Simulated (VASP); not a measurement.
Wanted: the native input for a VASP 6.6.1 run.

```yaml
Task: single point
Functional: PBE
Potentials_or_basis: VASP PAW PBE potentials, release 64 (Ga_d, P)
Cutoff: 520 eV
k_mesh: 10 × 10 × 10
Occupations: gaussian, width 0.05 eV
Spin: no spin polarisation
Dipole_correction: no
Further_INCAR_settings: ALGO = Normal; EDIFF = 1e-06; NBANDS = 16
```

The structure of GaP lies in POSCAR:

```
GaP
1.0
    0.0000000000      2.5621124287      2.7758531188
    2.7758531188      0.0000000000      2.7758531188
    2.7758531188      2.5621124287      0.0000000000
Ga P
1 1
Direct
    0.0000000000      0.0000000000      0.0000000000
    0.7500000000      0.7500000000      0.7500000000
```

This cell differs from its parent crystal: volume 19.742 Å^3 an atom, c/a of the conventional cell 0.9230.

One way to write it, as run:

INCAR

```
PREC = Accurate
ENCUT = 520
EDIFF = 1E-6
ISMEAR = 0
SIGMA = 0.05
LREAL = False
LASPH = True
NELM = 80
ALGO = Normal
ISIF = 2
LWAVE = False
LCHARG = False
GGA = PE
NBANDS = 16
```

KPOINTS

```
regular mesh
0
Gamma
  10 10 10
```

Potentials or basis: VASP PAW PBE potentials, release 64 (Ga_d, P).

Command:

```console
$ cat potpaw_PBE.64/Ga_d/POTCAR potpaw_PBE.64/P/POTCAR > POTCAR
$ mpirun -np 1 vasp_std > vasp.out
```

It gave:

```yaml
Pressure: 4.6 GPa
Band_gap_on_the_k_mesh: 0.82 eV, indirect (least direct gap 1.73 eV)
```

Run time: 40 s on 1 thread of Intel Xeon 6975P-C (shared host), peak memory 0.2 GiB.
